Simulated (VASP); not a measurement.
# MoS2 (P-6m2) in VASP: notebook, part 2 of 2

VASP 6.6.1. The steps go on from the part before.

### Step 5. Single point, PBE+D3(BJ) (c/a of the conventional cell at fixed volume 1.9411)

File INCAR:

```
SYSTEM = MoS2
PREC = Accurate
ENCUT = 500
EDIFF = 1E-6
ISMEAR = 0
SIGMA = 0.05
LREAL = .False.
LASPH = .True.
NELM = 120
ALGO = Normal
ISIF = 2
LWAVE = .False.
LCHARG = .False.
GGA = PE
IVDW = 12
NBANDS = 20
GGA_COMPAT = .False.
```

File KPOINTS:

```
Automatic mesh
0
Gamma
  12 12 4
  0 0 0
```

File POSCAR:

```
MoS2
1.0
    3.2381765630      0.0000000000      0.0000000000
   -1.6190882815      2.8043431655      0.0000000000
    0.0000000000      0.0000000000      6.2856245265
Mo S
1 2
Direct
    0.0000000000      0.0000000000      0.0000000000
    0.3333333333      0.6666666667      0.2232580192
    0.3333333333      0.6666666667      0.7767419808
```

Potentials or basis: VASP PAW PBE potentials, release 64 (Mo_sv, S).

On the command line:

```
> cat potpaw_PBE.64/Mo_sv/POTCAR potpaw_PBE.64/S/POTCAR > POTCAR
> mpirun -np 1 vasp_std > vasp.out
```

OUTCAR:

```text
SYSTEM = MoS2
   PREC = Accurate
   ENCUT = 500
   EDIFF = 1E-6
   ISMEAR = 0
   LREAL = .False.
   LASPH = .True.
   NELM = 120
   ISIF = 2
   GGA = PE
   IVDW = 12
 IVDW          = 12

 ion  position               nearest neighbor table
   1  0.000  0.000  0.000-   2 2.34   3 2.34   2 2.34   3 2.34   2 2.34   3 2.34
   2  0.333  0.667  0.223-   1 2.34   1 2.34   1 2.34
   3  0.333  0.667  0.777-   1 2.34   1 2.34   1 2.34

  LATTYP: Found a hexagonal cell.
 ALAT       =     3.2381765630
 C/A-ratio  =     1.9411000000

  Lattice vectors:

 A1 = (   3.2381765630,   0.0000000000,   0.0000000000)
 A2 = (  -1.6190882815,   2.8043431655,   0.0000000000)
 A3 = (   0.0000000000,   0.0000000000,   6.2856245265)

Analysis of symmetry for initial positions (statically):
=====================================================================
 Subroutine PRICEL returns:
 Original cell was already a primitive cell.

 Routine SETGRP: Setting up the symmetry group for a
 hexagonal supercell.

 Subroutine GETGRP returns: Found 12 space group operations
 (whereof 12 operations were pure point group operations)
 out of a pool of 24 trial point group operations.

The static configuration has the point symmetry D_3h.

Analysis of symmetry for dynamics (positions and initial velocities):
=====================================================================
 Subroutine PRICEL returns:
 Original cell was already a primitive cell.

 Routine SETGRP: Setting up the symmetry group for a
 hexagonal supercell.

 Subroutine GETGRP returns: Found 12 space group operations
 (whereof 12 operations were pure point group operations)
 out of a pool of 24 trial point group operations.

The dynamic configuration has the point symmetry D_3h.

 Subroutine INISYM returns: Found 12 space group operations
 (whereof 12 operations are pure point group operations),
 and found     1 'primitive' translations
[... 113 lines left out ...]
   EFERMI_NEDOS =   21; number of points for ismear=-14 and -15
   IALGO  =     38    algorithm
   IMIX   =      4    mixing-type and parameters
     AMIX     =   0.40;   BMIX     =  1.00
     AMIX_MAG =   1.60;   BMIX_MAG =  1.00
  volume/ion in A,a.u.               =      19.03       128.40
  Fermi-wavevector in a.u.,A,eV,Ry     =   1.259619  2.380335 21.587552  1.586640
  Thomas-Fermi vector in A             =   2.393170
   LORBIT       =      0    0 simple, 1 ext, 2 COOP (PROOUT), +10 PAW based schemes
   GGA     = PE    functional components
   LHFCALC =     F    Hartree Fock is set to
   AEXX    =    0.0000 exact exchange contribution
   IVDW    =    12    specifies the selected vdW correction
   LEPSILON=     F    determine dielectric tensor
   LRPA    =     F    only Hartree local field effects (RPA)
 non-spin polarized calculation
 Gauss-broadening in eV      SIGMA  =   0.05
  energy-cutoff  :      500.00
  volume of cell :       57.08
 maximum number of plane-waves:      1468
 NGX is ok and might be reduce to    24

 number of electron      26.0000000 magnetization

 Free energy of the ion-electron system (eV)
  ---------------------------------------------------
  ext. energy  EPLUGINS =         0.00000000
  ---------------------------------------------------
  free energy    TOTEN  =       -21.36034035 eV

  energy without entropy =      -21.36006028  energy(sigma->0) =      -21.36020032

 E-fermi :   7.0468     XC(G=0): -10.2190

 val. band max:        7.0415580049   @ k =   0.0000   0.0000   0.2500
 cond. band min:       7.1046389969   @ k =   0.0833  -0.0000   0.5000
 fundamental gap:      0.0630809921
 Fermi energy:         7.0468190076

 k-point     1 :       0.0000    0.0000    0.0000
  band No.  band energies     occupation
      1     -54.7962      2.00000
      2     -28.9337      2.00000
      3     -28.8437      2.00000
      4     -28.8437      2.00000
      5      -8.4918      2.00000
      6      -6.3810      2.00000
[... 541 lines left out ...]
     19      14.5096      0.00000
     20      15.2031      0.00000

 [... further k-points ...]

------------------------ aborting loop because EDIFF is reached ----------------------------------------

 Edisp (eV)   -1.18951

 E8    (eV) :    -0.4797

  FORCE on cell =-STRESS in cart. coord.  units (eV):
  Direction    XX          YY          ZZ          XY          YZ          ZX
  --------------------------------------------------------------------------------------
  -------------------------------------------------------------------------------------
  Total       0.78309     0.78309     8.02199     0.00000    -0.00000     0.00000
  in kB      21.98074    21.98074   225.17108     0.00000    -0.00000     0.00000
  external pressure =       89.71 kB  Pullay stress =        0.00 kB

 VOLUME and BASIS-vectors are now :
 -----------------------------------------------------------------------------
  energy-cutoff  :      500.00
  volume of cell :       57.08
      direct lattice vectors                 reciprocal lattice vectors
     3.238176563  0.000000000  0.000000000     0.308815773  0.178294870  0.000000000
    -1.619088282  2.804343166  0.000000000     0.000000000  0.356589740  0.000000000
     0.000000000  0.000000000  6.285624527     0.000000000  0.000000000  0.159093181

 POSITION                                       TOTAL-FORCE (eV/Angst)
 -----------------------------------------------------------------------------------
      0.00000      0.00000      0.00000         0.000000     -0.000000      0.000000
     -0.00000      1.86956      1.40332         0.000000      0.000000      2.836703
     -0.00000      1.86956      4.88231        -0.000000     -0.000000     -2.836703
 -----------------------------------------------------------------------------------
    total drift:                                0.000000     -0.000000     -0.000000

  FREE ENERGIE OF THE ION-ELECTRON SYSTEM (eV)
  ---------------------------------------------------
  free  energy   TOTEN  =       -22.5498544538 eV

  energy  without entropy=      -22.5495743798  energy(sigma->0) =      -22.54971442
```

Run time: 50 s. Hardware: 1 thread of AMD EPYC 9R45 (Zen 5), shared host; peak memory 0.18 GiB.

Results:

* Free energy: -22.5499 eV
* Pressure: 9.0 GPa
* Largest force: 2.837 eV/Å
* Band gap on the k mesh: zero (band 13 reaches 7.33 eV, above the bottom of band 14 at 6.99 eV)
* Dispersion energy per atom: -0.397 eV

Forces in eV/Å, atoms in the order of the input:
```
Mo   0.000  0.000  0.000
S    0.000  0.000  2.837
S    0.000  0.000 -2.837
```

Stress tensor (GPa, compression positive):
```
 2.20  0.00  0.00
 0.00  2.20  0.00
 0.00  0.00 22.52
```

Caveat: forces of over 1 eV/Å act on the atoms, so gaps and moduli don't describe the material at rest.

### Step 6. Single point, PBE+D3(BJ) (c/a of the conventional cell at fixed volume 2.2786)

File INCAR:

```
ALGO = Normal
EDIFF = 1E-6
ENCUT = 500
GGA = PE
GGA_COMPAT = F
ISIF = 2
ISMEAR = 0
IVDW = 12
LASPH = T
LCHARG = T
LELF = T
LREAL = F
LVHAR = T
LWAVE = F
NBANDS = 20
NELM = 120
PREC = Accurate
SIGMA = 0.05
```

File KPOINTS:

```
k-points
0
Gamma
  12 12 4
```

File POSCAR:

```
MoS2
1.0
    3.0696848962      0.0000000000      0.0000000000
   -1.5348424481      2.6584251017      0.0000000000
    0.0000000000      0.0000000000      6.9945840045
Mo S
1 2
Direct
    0.0000000000      0.0000000000      0.0000000000
    0.3333333333      0.6666666667      0.2734172850
    0.3333333333      0.6666666667      0.7265827150
```

Potentials or basis: VASP PAW PBE potentials, release 64 (Mo_sv, S).

On the command line:

```
> cat potpaw_PBE.64/Mo_sv/POTCAR potpaw_PBE.64/S/POTCAR > POTCAR
> mpirun -np 1 vasp_std > vasp.out
```

OUTCAR:

```text
EDIFF = 1E-6
   ENCUT = 500
   GGA = PE
   ISIF = 2
   ISMEAR = 0
   IVDW = 12
   LASPH = T
   LREAL = F
   NELM = 120
   PREC = Accurate
 IVDW          = 12

 ion  position               nearest neighbor table
   1  0.000  0.000  0.000-   2 2.61   3 2.61   2 2.61   3 2.61   2 2.61   3 2.61
   2  0.333  0.667  0.273-   1 2.61   1 2.61   1 2.61
   3  0.333  0.667  0.727-   1 2.61   1 2.61   1 2.61

  LATTYP: Found a hexagonal cell.
 ALAT       =     3.0696848962
 C/A-ratio  =     2.2786000000

  Lattice vectors:

 A1 = (   3.0696848962,   0.0000000000,   0.0000000000)
 A2 = (  -1.5348424481,   2.6584251017,   0.0000000000)
 A3 = (   0.0000000000,   0.0000000000,   6.9945840045)

Analysis of symmetry for initial positions (statically):
=====================================================================
 Subroutine PRICEL returns:
 Original cell was already a primitive cell.

 Routine SETGRP: Setting up the symmetry group for a
 hexagonal supercell.

 Subroutine GETGRP returns: Found 12 space group operations
 (whereof 12 operations were pure point group operations)
 out of a pool of 24 trial point group operations.

The static configuration has the point symmetry D_3h.

Analysis of symmetry for dynamics (positions and initial velocities):
=====================================================================
 Subroutine PRICEL returns:
 Original cell was already a primitive cell.

 Routine SETGRP: Setting up the symmetry group for a
 hexagonal supercell.

 Subroutine GETGRP returns: Found 12 space group operations
 (whereof 12 operations were pure point group operations)
 out of a pool of 24 trial point group operations.

The dynamic configuration has the point symmetry D_3h.

 Subroutine INISYM returns: Found 12 space group operations
 (whereof 12 operations are pure point group operations),
 and found     1 'primitive' translations

[... 113 lines left out ...]
   IALGO  =     38    algorithm
   IMIX   =      4    mixing-type and parameters
     AMIX     =   0.40;   BMIX     =  1.00
     AMIX_MAG =   1.60;   BMIX_MAG =  1.00
  volume/ion in A,a.u.               =      19.03       128.40
  Fermi-wavevector in a.u.,A,eV,Ry     =   1.259619  2.380335 21.587552  1.586640
  Thomas-Fermi vector in A             =   2.393170
   LORBIT       =      0    0 simple, 1 ext, 2 COOP (PROOUT), +10 PAW based schemes
   GGA     = PE    functional components
   LHFCALC =     F    Hartree Fock is set to
   AEXX    =    0.0000 exact exchange contribution
   IVDW    =    12    specifies the selected vdW correction
   LEPSILON=     F    determine dielectric tensor
   LRPA    =     F    only Hartree local field effects (RPA)
 non-spin polarized calculation
 Gauss-broadening in eV      SIGMA  =   0.05
  energy-cutoff  :      500.00
  volume of cell :       57.08
 maximum number of plane-waves:      1490
 NGX is ok and might be reduce to    24

 number of electron      25.9999997 magnetization

 Free energy of the ion-electron system (eV)
  ---------------------------------------------------
  ext. energy  EPLUGINS =         0.00000000
  ---------------------------------------------------
  free energy    TOTEN  =       -20.25912411 eV

  energy without entropy =      -20.25912409  energy(sigma->0) =      -20.25912410

 E-fermi :   6.4284     XC(G=0): -10.6106

 val. band max:        6.2649404829   @ k =   0.4167  -0.0000   0.5000
 cond. band min:       6.5898818813   @ k =   0.1667   0.1667   0.0000
 fundamental gap:      0.3249413984
 Fermi energy:         6.4284443155

 k-point     1 :       0.0000    0.0000    0.0000
  band No.  band energies     occupation
      1     -54.8154      2.00000
      2     -28.9503      2.00000
      3     -28.5676      2.00000
      4     -28.5676      2.00000
      5      -7.7119      2.00000
      6      -6.8031      2.00000
[... 541 lines left out ...]
     19      14.0066      0.00000
     20      14.6081      0.00000

 [... further k-points ...]

------------------------ aborting loop because EDIFF is reached ----------------------------------------

 Edisp (eV)   -1.19031

 E8    (eV) :    -0.4804

  FORCE on cell =-STRESS in cart. coord.  units (eV):
  Direction    XX          YY          ZZ          XY          YZ          ZX
  --------------------------------------------------------------------------------------
  -------------------------------------------------------------------------------------
  Total      -1.63514    -1.63514   -14.33774     0.00000     0.00000     0.00000
  in kB     -45.89706   -45.89706  -402.44929     0.00000     0.00000     0.00000
  external pressure =     -164.75 kB  Pullay stress =        0.00 kB

 VOLUME and BASIS-vectors are now :
 -----------------------------------------------------------------------------
  energy-cutoff  :      500.00
  volume of cell :       57.08
      direct lattice vectors                 reciprocal lattice vectors
     3.069684896  0.000000000  0.000000000     0.325766336  0.188081282  0.000000000
    -1.534842448  2.658425102  0.000000000     0.000000000  0.376162563  0.000000000
     0.000000000  0.000000000  6.994584005     0.000000000  0.000000000  0.142967759

 POSITION                                       TOTAL-FORCE (eV/Angst)
 -----------------------------------------------------------------------------------
      0.00000      0.00000      0.00000         0.000000      0.000000      0.000000
     -0.00000      1.77228      1.91244        -0.000000      0.000000     -4.029699
     -0.00000      1.77228      5.08214         0.000000      0.000000      4.029699
 -----------------------------------------------------------------------------------
    total drift:                                0.000000     -0.000000     -0.000000

  FREE ENERGIE OF THE ION-ELECTRON SYSTEM (eV)
  ---------------------------------------------------
  free  energy   TOTEN  =       -21.4494311294 eV

  energy  without entropy=      -21.4494311118  energy(sigma->0) =      -21.44943112
```

It took 60 s on 1 thread of AMD EPYC 9R45 (Zen 5), shared host; peak memory 0.19 GiB.

What came out:

* Free energy: -21.4494 eV
* Pressure: -16.5 GPa
* Largest force: 4.030 eV/Å
* Band gap on the k mesh: 0.33 eV, indirect (least direct gap 0.88 eV)
* Dispersion energy per atom: -0.397 eV

Forces in eV/Å, atoms in the order of the input:
```
Mo   0.000  0.000  0.000
S    0.000  0.000 -4.030
S    0.000  0.000  4.030
```

Stress tensor (GPa, compression positive):
```
 -4.59   0.00   0.00
  0.00  -4.59   0.00
  0.00   0.00 -40.24
```

Levels at points of the mesh, in eV from the valence-band top:
| k point | band 11 | band 12 | band 13 | band 14 | band 15 | band 16 |
| --- | --- | --- | --- | --- | --- | --- |
| (0.00, 0.00, 0.00) | -1.20 | -0.06 | -0.06 | 2.31 | 2.31 | 2.76 |
| (0.50, 0.00, 0.00) | -1.79 | -1.41 | -0.20 | 1.94 | 2.69 | 3.20 |
| (0.00, 0.00, 0.50) | -0.88 | -0.10 | -0.10 | 2.49 | 2.49 | 2.62 |
| (0.50, 0.00, 0.50) | -1.86 | -0.60 | 0.00 | 2.33 | 2.46 | 2.70 |

Caveat: forces of over 1 eV/Å act on the atoms, so gaps and moduli don't describe the material at rest. A k mesh can miss the band edges.

### Step 7. Overview

```tsv
cell	gap on the mesh (eV)	pressure (GPa)	largest force (eV/Å)
a = 3.238, b = 3.238, c = 6.286 Å, angles 90.0, 90.0, 120.0°, 3 atoms	none	9.0	2.84
a = 3.178, b = 3.178, c = 6.526 Å, angles 90.0, 90.0, 120.0°, 3 atoms	none	29.7	6.71
a = 3.070, b = 3.070, c = 6.995 Å, angles 90.0, 90.0, 120.0°, 3 atoms	0.33	-16.5	4.03
```

Some of these runs hold the atoms at other places in the same cell, which the table doesn't show; runs alike in all that it shows share one row.

Alike in all rows: task single point; level PBE+D3(BJ); potentials or basis VASP PAW PBE potentials, release 64 (Mo_sv, S); no spin polarisation; k mesh 12 × 12 × 4; cutoff (eV) 500; smearing gaussian 0.05 eV.

Caveats: forces of over 1 eV/Å act on the atoms, so gaps and moduli don't describe the material at rest.

Total energies depend on the potentials used, so only differences within one code and one set of settings carry meaning.
